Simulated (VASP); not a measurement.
# TiC (P1) in VASP: a series of runs, part 2 of 2

VASP 6.6.1.

### Step 4. Single point, PBE

INCAR

```
SYSTEM = TiC
ALGO = Normal
EDIFF = 1E-6
ENCUT = 520
GGA = PE
GGA_COMPAT = .False.
ISIF = 2
ISMEAR = -1
ISYM = -1
LASPH = .True.
LCHARG = .False.
LREAL = Auto
LWAVE = .False.
NBANDS = 78
NELM = 120
PREC = Accurate
SIGMA = 0.1551
```

KPOINTS

```
explicit points
4
Reciprocal
  0.25000000   0.25000000   0.25000000 2
  0.25000000   0.25000000   0.75000000 2
  0.25000000   0.75000000   0.25000000 2
  0.25000000   0.75000000   0.75000000 2
```

POSCAR

```
TiC
1.0
   -4.4128842954      4.4128842954      0.0000000000
   -4.4128842954      0.0000000000      4.4128842954
    0.0000000000      4.4128842954      4.4128842954
Ti C
8 8
Direct
    0.0236775979     -0.1680400959     -0.0032827736
    0.4729900809     -0.1275869618      0.0156182432
   -0.0062844385      0.3997420693     -0.0218076191
    0.0438700603     -0.1420768047      0.5019892550
    0.5548278260      0.3408432896     -0.0213565536
    0.5261340077     -0.0921919708      0.4909320877
    0.0365087750      0.3831525793      0.4558589950
    0.5032437633      0.4113344875      0.4641276233
    0.7443197646      0.6317179000      0.7568222451
    0.2649777156      0.5890947566      0.7420953691
    0.8062856993      0.1160063273      0.7118839493
    0.7873365281      0.6367493032      0.1888365849
    0.2824573264      0.1166995247      0.7366140335
    0.2549824388      0.6526302996      0.2162062126
    0.7618687178      0.1258624661      0.2208232609
    0.2542017703      0.1268546743      0.2485798237
```

Potentials or basis: VASP PAW PBE potentials, release 64 (Ti_sv, C).

Launch:

```console
$ cat potpaw_PBE.64/Ti_sv/POTCAR potpaw_PBE.64/C/POTCAR > POTCAR
$ mpirun -np 1 vasp_std > vasp.out
```

OUTCAR:

```text
SYSTEM = TiC
   EDIFF = 1E-6
   ENCUT = 520
   GGA = PE
   ISIF = 2
   ISMEAR = -1
   ISYM = -1
   LASPH = .True.
   LREAL = Auto
   NELM = 120
   PREC = Accurate

 ion  position               nearest neighbor table
   1  0.024  0.832  0.997-  12 1.91  14 2.01  10 2.20  11 2.24  15 2.30  13 2.40   7 2.84   3 2.86

   2  0.473  0.872  0.016-  14 1.94  13 2.09  16 2.16  12 2.20   9 2.21   8 2.84   4 2.87
   3  0.994  0.400  0.978-  12 1.98  10 2.05   9 2.08  15 2.24  13 2.32  16 2.34   1 2.86
   4  0.044  0.858  0.502-  10 2.05  11 2.07  16 2.12  14 2.19   9 2.33  15 2.49   8 2.83   2 2.87

   5  0.555  0.341  0.979-  15 1.99   9 2.15  11 2.17  16 2.29  10 2.33  14 2.44
   6  0.526  0.908  0.491-  13 2.01  15 2.02   9 2.15  16 2.28
   7  0.037  0.383  0.456-  16 2.05  14 2.16  11 2.20  12 2.28  13 2.33   9 2.43   1 2.84
   8  0.503  0.411  0.464-  10 2.04  14 2.19  12 2.26  13 2.29  15 2.34  11 2.44   4 2.83   2 2.84

   9  0.744  0.632  0.757-   3 2.08   5 2.15   6 2.15   2 2.21   4 2.33   7 2.43
  10  0.265  0.589  0.742-   8 2.04   3 2.05   4 2.05   1 2.20   5 2.33
  11  0.806  0.116  0.712-   4 2.07   5 2.17   7 2.20   1 2.24   8 2.44
  12  0.787  0.637  0.189-   1 1.91   3 1.98   2 2.20   8 2.26   7 2.28
  13  0.282  0.117  0.737-   6 2.01   2 2.09   8 2.29   3 2.32   7 2.33   1 2.40
  14  0.255  0.653  0.216-   2 1.94   1 2.01   7 2.16   8 2.19   4 2.19   5 2.44
  15  0.762  0.126  0.221-   5 1.99   6 2.02   3 2.24   1 2.30   8 2.34   4 2.49
  16  0.254  0.127  0.249-   7 2.05   4 2.12   2 2.16   6 2.28   5 2.29   3 2.34

IMPORTANT INFORMATION: All symmetrisations will be switched off!
NOSYMM: (Re-)initialisation of all symmetry stuff for point group C_1.

----------------------------------------------------------------------------------------

                                     Primitive cell

  volume of cell :     171.8690

  direct lattice vectors                    reciprocal lattice vectors
    -4.412884295  4.412884295  0.000000000    -0.113304580  0.113304580 -0.113304580
    -4.412884295  0.000000000  4.412884295    -0.113304580 -0.113304580  0.113304580
     0.000000000  4.412884295  4.412884295     0.113304580  0.113304580  0.113304580

  length of vectors
     6.240760820  6.240760820  6.240760820     0.196249289  0.196249289  0.196249289

  position of ions in fractional coordinates (direct lattice)
     0.023677598  0.831959904  0.996717226
     0.472990081  0.872413038  0.015618243
     0.993715561  0.399742069  0.978192381
     0.043870060  0.857923195  0.501989255
     0.554827826  0.340843290  0.978643446
     0.526134008  0.907808029  0.490932088
[... 8 lines left out ...]
     0.761868718  0.125862466  0.220823261
     0.254201770  0.126854674  0.248579824

  ion indices of the primitive-cell ions
   primitive index   ion index
                 1           1
                 2           2
                 3           3
                 4           4
                 5           5
                 6           6
[... 8 lines left out ...]
                15          15
                16          16

----------------------------------------------------------------------------------------

 KPOINTS: explicit points

Read explicit list of k-points.

 Found      4 k-points:

 Following reciprocal coordinates:
            Coordinates               Weight
  0.250000  0.250000  0.250000      0.250000
  0.250000  0.250000  0.750000      0.250000
  0.250000  0.750000  0.250000      0.250000
  0.250000  0.750000  0.750000      0.250000
   k-points           NKPTS =      4   k-points in BZ     NKDIM =      4   number of bands    NBANDS=     78
   number of dos      NEDOS =    301   number of ions     NIONS =     16
   total plane-waves  NPLWV = 110592
   dimension x,y,z NGX =    48 NGY =   48 NGZ =   48
   dimension x,y,z NGXF=    96 NGYF=   96 NGZF=   96
   ions per type =               8   8
   NGX,Y,Z   is equivalent  to a cutoff of  12.79, 12.79, 12.79 a.u.
   NGXF,Y,Z  is equivalent  to a cutoff of  25.57, 25.57, 25.57 a.u.
 SYSTEM =  TiC
   PREC   = accura    normal or accurate (medium, high low for compatibility)
   ISTART =      0    job   : 0-new  1-cont  2-samecut
   ICHARG =      2    charge: 1-file 2-atom 10-const
   ISPIN  =      1    spin polarized calculation?
   LNONCOLLINEAR =      F non collinear calculations
   LSORBIT =      F    spin-orbit coupling
   LASPH  =      T    aspherical Exc in radial PAW
   ENCUT  =  520.0 eV  38.22 Ry    6.18 a.u.  11.60 11.60 11.60*2*pi/ulx,y,z
   NELM   =    120;   NELMIN=  2; NELMDL= -5     # of ELM steps
   EDIFF  = 0.1E-05   stopping-criterion for ELM
   LREAL  =      T    real-space projection
   EDIFFG = 0.1E-04   stopping-criterion for IOM
   NSW    =      0    number of steps for IOM
   IBRION =     -1    ionic relax: 0-MD 1-quasi-New 2-CG
   NFREE  =      0    steps in history (QN), initial steepest desc. (CG)
   ISIF   =      2    stress and relaxation
   ISYM   =     -1    0-nonsym 1-usesym 2-fastsym
   POTIM  = 0.5000    time-step for ionic-motion
   TEBEG  =    0.0;   TEEND  =   0.0 temperature during run
   PSTRESS=    0.0 pullay stress
   NELECT =     128.0000    total number of electrons
   NUPDOWN=      -1.0000    fix difference up-down
   EMIN   =  10.00;   EMAX   =-10.00  energy-range for DOS
   EFERMI =   0.00;   METHOD = LEGACY
   ISMEAR =    -1;   SIGMA  =   0.16  broadening in eV -4-tet -1-fermi 0-gaus
   EFERMI_NEDOS =   21; number of points for ismear=-14 and -15
   IALGO  =     38    algorithm
   IMIX   =      4    mixing-type and parameters
     AMIX     =   0.40;   BMIX     =  1.00
     AMIX_MAG =   1.60;   BMIX_MAG =  1.00
  volume/ion in A,a.u.               =      10.74        72.49
  Fermi-wavevector in a.u.,A,eV,Ry     =   1.483926  2.804214 29.960529  2.202037
  Thomas-Fermi vector in A             =   2.597527
   LORBIT       =      0    0 simple, 1 ext, 2 COOP (PROOUT), +10 PAW based schemes
   GGA     = PE    functional components
   LHFCALC =     F    Hartree Fock is set to
   AEXX    =    0.0000 exact exchange contribution
   IVDW    =     0    specifies the selected vdW correction
   LEPSILON=     F    determine dielectric tensor
   LRPA    =     F    only Hartree local field effects (RPA)
 non-spin polarized calculation
  energy-cutoff  :      520.00
  volume of cell :      171.87
 maximum number of plane-waves:      4654
 NGX is ok and might be reduce to    48
   NGX = 23   NGY = 23   NGZ = 23

 number of electron     128.0000003 magnetization

 Free energy of the ion-electron system (eV)
  ---------------------------------------------------
  ext. energy  EPLUGINS =         0.00000000
  ---------------------------------------------------
  free energy    TOTEN  =      -145.90137044 eV

  energy without entropy =     -145.69358324  energy(sigma->0) =     -145.79747684

 E-fermi :   8.6835     XC(G=0): -12.3611

 val. band max:        8.5244330663   @ k =   0.2500   0.2500   0.2500
 cond. band min:       8.9352070527   @ k =   0.2500   0.2500   0.2500
 fundamental gap:      0.4107739864
 Fermi energy:         8.6835436318

 k-point     1 :       0.2500    0.2500    0.2500
  band No.  band energies     occupation
      1     -48.1141      2.00000
      2     -47.9984      2.00000
      3     -47.8671      2.00000
      4     -47.8117      2.00000
      5     -47.7909      2.00000
      6     -47.7510      2.00000
[... 68 lines left out ...]
     75      11.3295      0.00000
     76      11.3620      0.00000

 k-point     2 :       0.2500    0.2500    0.7500
  band No.  band energies     occupation
      1     -48.1134      2.00000
      2     -47.9972      2.00000
      3     -47.8668      2.00000
      4     -47.8087      2.00000
      5     -47.7925      2.00000
      6     -47.7552      2.00000
[... 68 lines left out ...]
     75      11.2786      0.00000
     76      11.3126      0.00000

 k-point     3 :       0.2500    0.7500    0.2500
  band No.  band energies     occupation
      1     -48.1134      2.00000
      2     -47.9974      2.00000
      3     -47.8654      2.00000
      4     -47.8128      2.00000
      5     -47.7912      2.00000
      6     -47.7519      2.00000
[... 68 lines left out ...]
     75      11.2531      0.00000
     76      11.3182      0.00000

 k-point     4 :       0.2500    0.7500    0.7500
  band No.  band energies     occupation
      1     -48.1134      2.00000
      2     -47.9973      2.00000
      3     -47.8672      2.00000
      4     -47.8099      2.00000
      5     -47.7917      2.00000
      6     -47.7530      2.00000
[... 68 lines left out ...]
     75      11.2329      0.00000
     76      11.3840      0.00000
 [bands above 76 left out]

------------------------ aborting loop because EDIFF is reached ----------------------------------------

  FORCE on cell =-STRESS in cart. coord.  units (eV):
  Direction    XX          YY          ZZ          XY          YZ          ZX
  --------------------------------------------------------------------------------------
  -------------------------------------------------------------------------------------
  Total        2.3075544     -3.5834070     -3.0272765      2.4791189     -0.9063928      1.4249348
  in kB       21.5112132    -33.4048173    -28.2205232     23.1105520     -8.4494686     13.2833608
  external PRESSURE =     -13.3713758 kB  Pullay stress =       0.0000000 kB

 VOLUME and BASIS-vectors are now :
 -----------------------------------------------------------------------------
  energy-cutoff  :      520.00
  volume of cell :      171.87
      direct lattice vectors                 reciprocal lattice vectors
    -4.412884295  4.412884295  0.000000000    -0.113304580  0.113304580 -0.113304580
    -4.412884295  0.000000000  4.412884295    -0.113304580 -0.113304580  0.113304580
     0.000000000  4.412884295  4.412884295     0.113304580  0.113304580  0.113304580

 POSITION                                       TOTAL-FORCE (eV/Angst)
 -----------------------------------------------------------------------------------
     -3.77583      4.50288      8.06974        -3.400793     -2.261009      1.540692
     -5.93711      2.15617      3.91878        -3.645638     -0.401035     -1.355562
     -6.14917      8.70180      6.08067         0.935639      1.508691     -2.366516
     -3.97951      2.40881      6.00114         0.512874     -2.722720      1.482232
     -3.95249      6.76703      5.82274        -0.037790     -2.110315      0.166564
     -6.32782      4.48819      6.17248         1.219628      0.188331     -1.556825
[... 8 lines left out ...]
     -3.91745      4.33651      1.52988        -0.109554      0.983214      0.379537
     -1.68156      2.21872      1.65675        -0.705752      0.159173     -0.720140
 -----------------------------------------------------------------------------------
    total drift:                                0.000514     -0.009185      0.027132

  FREE ENERGIE OF THE ION-ELECTRON SYSTEM (eV)
  ---------------------------------------------------
  free  energy   TOTEN  =      -145.9013704404 eV

  energy  without entropy=     -145.6935832448  energy(sigma->0) =     -145.79747684
```

Run time: 2.7 min. Hardware: 1 thread of Intel Xeon Platinum 8259CL at 2.50GHz (Skylake/Cascade Lake), shared host; peak memory 0.32 GiB.

Results:

```yaml
Free_energy: -145.9014 eV
Pressure: -1.3 GPa
Largest_force: 4.365 eV/Å
Band_gap_on_the_k_mesh: 0.41 eV
```

Forces in eV/Å, atoms in the order of the input:
```
Ti  -3.401 -2.261  1.541
Ti  -3.646 -0.401 -1.356
Ti   0.936  1.509 -2.367
Ti   0.513 -2.723  1.482
Ti  -0.038 -2.110  0.167
Ti   1.220  0.188 -1.557
Ti   2.226  0.774  0.391
Ti   0.831  2.310 -1.043
C   -0.807 -0.454 -1.301
C   -1.704 -0.237  0.691
C    0.213 -0.288  1.549
C    3.048  1.266  1.963
C   -0.370 -1.112  0.514
C    1.794  2.395 -0.333
C   -0.110  0.983  0.380
C   -0.706  0.159 -0.720
```

Caveat: the atoms stand as in a frame of molecular dynamics; a shifted mesh leaves out Γ, where band edges can lie; forces of over 1 eV/Å act on the atoms, so gaps and moduli don't describe the material at rest.

### Step 5. Overview

| cell | gap on the mesh (eV) | pressure (GPa) | largest force (eV/Å) |
| --- | --- | --- | --- |
| as given, atomic positions A | 0.41 | -4.6 | 3.92 |
| as given, atomic positions B | 0.47 | -2.8 | 4.40 |
| as given, atomic positions C | 0.41 | -1.3 | 4.36 |

Alike in all rows: task single point; level PBE; potentials or basis VASP PAW PBE potentials, release 64 (Ti_sv, C); no spin polarisation; k mesh 2 × 2 × 2, shifted; cutoff (eV) 520; smearing fermi-dirac 0.1551 eV.

Caveats: the atoms stand as in a frame of molecular dynamics; a shifted mesh leaves out Γ, where band edges can lie; forces of over 1 eV/Å act on the atoms, so gaps and moduli don't describe the material at rest; the cell stands under tension (at least some runs).

Absolute energies hang on the potentials; compare differences alone.
